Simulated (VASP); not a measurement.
Write the native input for VASP 6.6.1 that does the following.

* Task: single point
* Functional: PBE
* Potentials or basis: VASP PAW PBE potentials, release 64 (Ta_pv)
* Cutoff: 520 eV
* k mesh: 8 × 8 × 8
* Occupations: gaussian, width 0.05 eV
* Spin: no spin polarisation
* Dipole correction: no
* Further INCAR settings: ALGO = Fast; EDIFF = 1e-06; NBANDS = 12

The structure of Ta lies in POSCAR:

```
Ta
1.0
   -1.6550000000      1.6550000000      1.6550000000
    1.6550000000     -1.6550000000      1.6550000000
    1.6550000000      1.6550000000     -1.6550000000
Ta
1
Direct
    0.0000000000      0.0000000000      0.0000000000
```

These files were run (other wordings do the same):

INCAR

```
ALGO = Fast ; EDIFF = 1E-6
ENCUT = 520 ; GGA = PE
ISIF = 2 ; ISMEAR = 0
LASPH = True ; LCHARG = True
LELF = True ; LREAL = False
LVHAR = True ; LWAVE = False
NBANDS = 12 ; NELM = 100
PREC = Accurate ; SIGMA = 0.05
```

KPOINTS

```
k-points
0
Gamma
  8 8 8
```

Potentials or basis: VASP PAW PBE potentials, release 64 (Ta_pv).

Run with:

```sh
$ cat potpaw_PBE.64/Ta_pv/POTCAR > POTCAR
$ mpirun -np 1 vasp_std > vasp.out
```

It gave:

```yaml
Pressure: -0.3 GPa
```

Wall time 26 s on 1 thread of AMD EPYC 7R13, with other jobs on the host, peak memory 0.11 GiB.
